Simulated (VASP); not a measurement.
# MnO (Fm-3m) in VASP: a series of runs

The runs below take MnO through single point, with r2SCAN+D4.

All numbers are computed with VASP 6.6.1; they aren't measurements. Logs are shortened: lines on timing, memory, paths and dates and some standing lists are left out, and cuts for length are marked.

### Step 1. The cell of the first run

Symmetry: Fm-3m, No. 225, cubic system. The conventional cell has a = 4.477 Å, b = 4.477 Å, c = 4.477 Å, α = 90.00°, β = 90.00°, γ = 90.00°. Within 3.0 Å of Mn (site symmetry m-3m) lie 6 O at 2.24 Å. O (site symmetry m-3m) has 6 Mn at 2.24 Å within 3.0 Å.

### Step 2. Single point, r2SCAN+D4, collinear spin, ferromagnetic start

POSCAR reads:

```
MnO
1.0
    0.0000000000      2.2386359976      2.2386359976
    2.2386359976      0.0000000000      2.2386359976
    2.2386359976      2.2386359976      0.0000000000
Mn O
1 1
Direct
    0.0000000000      0.0000000000      0.0000000000
    0.5000000000      0.5000000000      0.5000000000
```

INCAR.step1 reads:

```
SYSTEM = MnO
PREC = Accurate
ENCUT = 520
ISMEAR = -1
SIGMA = 0.05
LREAL = .FALSE.
LASPH = .TRUE.
NELM = 150
ISPIN = 2
MAGMOM = 4 0
LMAXMIX = 4
NBANDS = 20
GGA = PE
ALGO = Normal
EDIFF = 1E-4
LWAVE = .TRUE.
LCHARG = .FALSE.
```

INCAR.step2 reads:

```
SYSTEM = MnO
PREC = Accurate
ENCUT = 520
EDIFF = 1E-6
ISMEAR = -1
SIGMA = 0.05
LREAL = .FALSE.
LASPH = .TRUE.
NELM = 150
ALGO = Normal
ISIF = 2
LWAVE = .FALSE.
LCHARG = .FALSE.
ISPIN = 2
MAGMOM = 4 0
LORBIT = 11
LMAXMIX = 4
METAGGA = R2SCAN
LMIXTAU = .TRUE.
IVDW = 13
VDW_S6 = 1.0
VDW_S8 = 0.6018749
VDW_A1 = 0.51559235
VDW_A2 = 5.77342911
NBANDS = 20
ISTART = 1
```

KPOINTS reads:

```
regular mesh
0
G
  10 10 10
  0 0 0
```

Potentials or basis: VASP PAW PBE potentials, release 64 (Mn_pv, O).

The run is started by

```console
> cat potpaw_PBE.64/Mn_pv/POTCAR potpaw_PBE.64/O/POTCAR > POTCAR
> cp INCAR.step1 INCAR
> mpirun -np 1 vasp_std > vasp.out
> cp INCAR.step2 INCAR
> mpirun -np 1 vasp_std > vasp.out
```

OUTCAR:

```text
SYSTEM = MnO
   PREC = Accurate
   ENCUT = 520
   EDIFF = 1E-6
   ISMEAR = -1
   LREAL = .FALSE.
   LASPH = .TRUE.
   NELM = 150
   ISIF = 2
   ISPIN = 2
   LORBIT = 11
   METAGGA = R2SCAN
   IVDW = 13
   ISTART = 1

 ion  position               nearest neighbor table
   1  0.000  0.000  0.000-   2 2.24   2 2.24   2 2.24   2 2.24   2 2.24   2 2.24
   2  0.500  0.500  0.500-   1 2.24   1 2.24   1 2.24   1 2.24   1 2.24   1 2.24

  LATTYP: Found a face centered cubic cell.
 ALAT       =     4.4772719952

  Lattice vectors:

 A1 = (   0.0000000000,   2.2386359976,   2.2386359976)
 A2 = (   2.2386359976,   0.0000000000,   2.2386359976)
 A3 = (   2.2386359976,   2.2386359976,   0.0000000000)

Analysis of symmetry for initial positions (statically):
=====================================================================
 Subroutine PRICEL returns:
 Original cell was already a primitive cell.

 Routine SETGRP: Setting up the symmetry group for a
 face centered cubic supercell.

 Subroutine GETGRP returns: Found 48 space group operations
 (whereof 48 operations were pure point group operations)
 out of a pool of 48 trial point group operations.

The static configuration has the point symmetry O_h .

Analysis of symmetry for dynamics (positions and initial velocities):
=====================================================================
 Subroutine PRICEL returns:
 Original cell was already a primitive cell.

 Routine SETGRP: Setting up the symmetry group for a
 face centered cubic supercell.

 Subroutine GETGRP returns: Found 48 space group operations
 (whereof 48 operations were pure point group operations)
 out of a pool of 48 trial point group operations.

The dynamic configuration has the point symmetry O_h .

Analysis of structural, dynamic, and magnetic symmetry:
=====================================================================
 Subroutine PRICEL returns:
 Original cell was already a primitive cell.

 Routine SETGRP: Setting up the symmetry group for a
 face centered cubic supercell.

 Subroutine GETGRP returns: Found 48 space group operations
 (whereof 48 operations were pure point group operations)
 out of a pool of 48 trial point group operations.

The overall configuration has the point symmetry O_h .

 Subroutine INISYM returns: Found 48 space group operations
 (whereof 48 operations are pure point group operations),
 and found     1 'primitive' translations

----------------------------------------------------------------------------------------

                                     Primitive cell

  volume of cell :      22.4378

  direct lattice vectors                    reciprocal lattice vectors
     0.000000000  2.238635998  2.238635998    -0.223350290  0.223350290  0.223350290
     2.238635998  0.000000000  2.238635998     0.223350290 -0.223350290  0.223350290
     2.238635998  2.238635998  0.000000000     0.223350290  0.223350290 -0.223350290

  length of vectors
     3.165909389  3.165909389  3.165909389     0.386854051  0.386854051  0.386854051

  position of ions in fractional coordinates (direct lattice)
     0.000000000  0.000000000  0.000000000
     0.500000000  0.500000000  0.500000000

  ion indices of the primitive-cell ions
   primitive index   ion index
                 1           1
                 2           2

----------------------------------------------------------------------------------------

 KPOINTS: regular mesh

Automatic generation of k-mesh.
 Grid dimensions read from file:
 generate k-points for:   10   10   10

 Generating k-lattice:

  Cartesian coordinates                     Fractional coordinates (reciprocal lattice)
    -0.022335029  0.022335029  0.022335029     0.100000000  0.000000000  0.000000000
     0.022335029 -0.022335029  0.022335029     0.000000000  0.100000000  0.000000000
     0.022335029  0.022335029 -0.022335029     0.000000000  0.000000000  0.100000000

  Length of vectors
     0.038685405  0.038685405  0.038685405

  Shift w.r.t. Gamma in fractional coordinates (k-lattice)
     0.000000000  0.000000000  0.000000000

 Subroutine IBZKPT returns following result:
 ===========================================

 Found     47 irreducible k-points:

 Following reciprocal coordinates:
            Coordinates               Weight
  0.000000  0.000000  0.000000      1.000000
  0.100000  0.000000  0.000000      8.000000
  0.200000  0.000000  0.000000      8.000000
  0.300000  0.000000  0.000000      8.000000
  0.400000  0.000000  0.000000      8.000000
  0.500000  0.000000  0.000000      4.000000
[... 16 lines left out ...]
  0.300000  0.300000  0.000000      6.000000
  0.400000  0.300000  0.000000     24.000000
 [... further k-points ...]
   k-points           NKPTS =     47   k-points in BZ     NKDIM =     47   number of bands    NBANDS=     20
   number of dos      NEDOS =    301   number of ions     NIONS =      2
   total plane-waves  NPLWV =  13824
   dimension x,y,z NGX =    24 NGY =   24 NGZ =   24
   dimension x,y,z NGXF=    48 NGYF=   48 NGZF=   48
   ions per type =               1   1
   NGX,Y,Z   is equivalent  to a cutoff of  12.60, 12.60, 12.60 a.u.
   NGXF,Y,Z  is equivalent  to a cutoff of  25.21, 25.21, 25.21 a.u.
 SYSTEM =  MnO
   PREC   = accura    normal or accurate (medium, high low for compatibility)
   ISTART =      1    job   : 0-new  1-cont  2-samecut
   ICHARG =      0    charge: 1-file 2-atom 10-const
   ISPIN  =      2    spin polarized calculation?
   LNONCOLLINEAR =      F non collinear calculations
   LSORBIT =      F    spin-orbit coupling
   LASPH  =      T    aspherical Exc in radial PAW
   ENCUT  =  520.0 eV  38.22 Ry    6.18 a.u.   5.89  5.89  5.89*2*pi/ulx,y,z
   NELM   =    150;   NELMIN=  2; NELMDL=  0     # of ELM steps
   EDIFF  = 0.1E-05   stopping-criterion for ELM
   LREAL  =      F    real-space projection
   EDIFFG = 0.1E-04   stopping-criterion for IOM
   NSW    =      0    number of steps for IOM
   IBRION =     -1    ionic relax: 0-MD 1-quasi-New 2-CG
   NFREE  =      0    steps in history (QN), initial steepest desc. (CG)
   ISIF   =      2    stress and relaxation
   ISYM   =      2    0-nonsym 1-usesym 2-fastsym
   POTIM  = 0.5000    time-step for ionic-motion
   TEBEG  =    0.0;   TEEND  =   0.0 temperature during run
   PSTRESS=    0.0 pullay stress
   NELECT =      19.0000    total number of electrons
   NUPDOWN=      -1.0000    fix difference up-down
   EMIN   =  10.00;   EMAX   =-10.00  energy-range for DOS
   EFERMI =   0.00;   METHOD = LEGACY
   ISMEAR =    -1;   SIGMA  =   0.05  broadening in eV -4-tet -1-fermi 0-gaus
   EFERMI_NEDOS =   21; number of points for ismear=-14 and -15
   IALGO  =     38    algorithm
   IMIX   =      4    mixing-type and parameters
     AMIX     =   0.40;   BMIX     =  1.00
     AMIX_MAG =   1.60;   BMIX_MAG =  1.00
  volume/ion in A,a.u.               =      11.22        75.71
  Fermi-wavevector in a.u.,A,eV,Ry     =   1.548814  2.926834 32.637986  2.398824
  Thomas-Fermi vector in A             =   2.653710
   LORBIT       =     11    0 simple, 1 ext, 2 COOP (PROOUT), +10 PAW based schemes
   METAGGA = R2SCAN    functional components
   LHFCALC =     F    Hartree Fock is set to
   AEXX    =    0.0000 exact exchange contribution
   IVDW    =    13    specifies the selected vdW correction
   LEPSILON=     F    determine dielectric tensor
   LRPA    =     F    only Hartree local field effects (RPA)
 spin polarized calculation
  energy-cutoff  :      520.00
  volume of cell :       22.44
 maximum number of plane-waves:       620
   NGX = 11   NGY = 11   NGZ = 11

 number of electron      18.9999989 magnetization       4.9997887

 Free energy of the ion-electron system (eV)
  ---------------------------------------------------
  ext. energy  EPLUGINS =         0.00000000
  ---------------------------------------------------
  free energy    TOTEN  =       -24.48289406 eV

  energy without entropy =      -24.48257509  energy(sigma->0) =      -24.48273458

 E-fermi :   7.1549     XC(G=0): -12.4078

 val. band max:        6.9921704887   @ k =   0.5000   0.0000   0.0000
 cond. band min:       7.3139351111   @ k =   0.5000   0.5000   0.0000
 fundamental gap:      0.3217646224
 Fermi energy:         7.1549272225

 spin component 1

 k-point     1 :       0.0000    0.0000    0.0000
  band No.  band energies     occupation
      1     -45.5250      1.00000
      2     -45.5250      1.00000
      3     -45.5249      1.00000
      4     -14.0030      1.00000
      5       3.3331      1.00000
      6       3.3331      1.00000
[... 12 lines left out ...]
     19      27.3304      0.00000
     20      27.3304      0.00000
[... 507 lines left out ...]
 k-point    24 :       0.4000    0.3000    0.0000
  band No.  band energies     occupation
      1     -45.5649      1.00000
      2     -45.5420      1.00000
      3     -45.5404      1.00000
      4     -13.2555      1.00000
      5      -0.0520      1.00000
      6       1.7671      1.00000
[... 12 lines left out ...]
     19      32.0173      0.00000
     20      32.5594      0.00000

 [... further k-points ...]

 spin component 2

 k-point     1 :       0.0000    0.0000    0.0000
  band No.  band energies     occupation
      1     -39.1378      1.00000
      2     -39.1378      1.00000
      3     -39.1376      1.00000
      4     -13.4913      1.00000
      5       3.8830      1.00000
      6       3.8830      1.00000
[... 12 lines left out ...]
     19      30.4853      0.00000
     20      30.4853      0.00000
[... 507 lines left out ...]
 k-point    24 :       0.4000    0.3000    0.0000
  band No.  band energies     occupation
      1     -39.1936      1.00000
      2     -39.1610      1.00000
      3     -39.1587      1.00000
      4     -12.7086      1.00000
      5       0.8463      1.00000
      6       2.7517      1.00000
[... 12 lines left out ...]
     19      33.6523      0.00000
     20      35.5929      0.00000

 [... further k-points ...]

------------------------ aborting loop because EDIFF is reached ----------------------------------------

  DFT-D4 for vdW energy calculation

  Edisp (eV):   -0.23565

  FORCE on cell =-STRESS in cart. coord.  units (eV):
  Direction    XX          YY          ZZ          XY          YZ          ZX
  --------------------------------------------------------------------------------------
  -------------------------------------------------------------------------------------
  Total      -0.53069    -0.53069    -0.53069     0.00000     0.00000     0.00000
  in kB     -37.89440   -37.89440   -37.89440     0.00000     0.00000     0.00000
  external pressure =      -37.89 kB  Pullay stress =        0.00 kB

 VOLUME and BASIS-vectors are now :
 -----------------------------------------------------------------------------
  energy-cutoff  :      520.00
  volume of cell :       22.44
      direct lattice vectors                 reciprocal lattice vectors
     0.000000000  2.238635998  2.238635998    -0.223350290  0.223350290  0.223350290
     2.238635998  0.000000000  2.238635998     0.223350290 -0.223350290  0.223350290
     2.238635998  2.238635998  0.000000000     0.223350290  0.223350290 -0.223350290

 POSITION                                       TOTAL-FORCE (eV/Angst)
 -----------------------------------------------------------------------------------
      0.00000      0.00000      0.00000        -0.000000      0.000000     -0.000000
      2.23864      2.23864      2.23864         0.000000      0.000000      0.000000
 -----------------------------------------------------------------------------------
    total drift:                                0.000000     -0.000000     -0.000000

  FREE ENERGIE OF THE ION-ELECTRON SYSTEM (eV)
  ---------------------------------------------------
  free  energy   TOTEN  =       -24.7185438101 eV

  energy  without entropy=      -24.7182248420  energy(sigma->0) =      -24.71838433

 total charge

# of ion       s       p       d       tot
------------------------------------------
    1        0.203   6.164   4.951  11.319
    2        1.559   3.460   0.000   5.019
--------------------------------------------------
tot          1.762   9.624   4.951  16.338

 magnetization (x)

# of ion       s       p       d       tot
------------------------------------------
    1        0.029   0.022   4.498   4.549
    2        0.031   0.195   0.000   0.226
--------------------------------------------------
tot          0.060   0.217   4.498   4.775
```

Wall time 89 s (1 thread of Intel Xeon 8259CL, shared host); peak memory 0.18 GiB.

Results:

```
Free energy                                           : -24.7185 eV
Pressure                                              : -3.8 GPa
Band gap on the k mesh                                : zero (filled and empty bands overlap)
Net moment                                            : 5.00 μB per cell
Site moments                                          : Mn +4.55; O +0.23 μB
Valence electrons inside the program's atomic spheres : Mn 11.32; O 5.02
Dispersion energy per atom                            : -0.118 eV
```

Levels at points of the mesh, in eV from the Fermi level:
Spin up:
| k point | band 9 | band 10 | band 11 | band 12 | band 13 | band 14 | band 15 | band 16 |
| --- | --- | --- | --- | --- | --- | --- | --- | --- |
| (0.00, 0.00, 0.00) | -3.63 | -3.63 | -3.16 | -3.16 | -0.27 | 14.56 | 16.76 | 16.76 |
| (0.50, 0.00, 0.00) | -2.82 | -2.31 | -0.16 | -0.16 | 3.92 | 8.11 | 12.38 | 12.38 |
| (0.50, 0.50, 0.00) | -2.77 | -2.57 | -2.57 | -2.45 | 5.30 | 8.36 | 10.71 | 14.24 |
Spin down:
| k point | band 4 | band 5 | band 6 | band 7 | band 8 | band 9 | band 10 | band 11 |
| --- | --- | --- | --- | --- | --- | --- | --- | --- |
| (0.00, 0.00, 0.00) | -20.65 | -3.27 | -3.27 | -3.27 | 1.48 | 1.85 | 1.85 | 1.85 |
| (0.50, 0.00, 0.00) | -19.73 | -7.26 | -4.67 | -4.67 | 3.05 | 3.16 | 3.16 | 4.78 |
| (0.50, 0.50, 0.00) | -19.75 | -6.38 | -4.28 | -4.28 | 0.16 | 3.13 | 3.28 | 3.62 |

Caveat: the cell stands under tension; the PAW data sets were made with another functional, which shifts forces and pressure a little; a cell with one magnetic atom can't hold antiferromagnetic order, which such compounds often take; semilocal functionals often make such compounds metallic where correlation or magnetic order opens a gap, which also shifts bond lengths.

(Continued in part 2 of 2.)
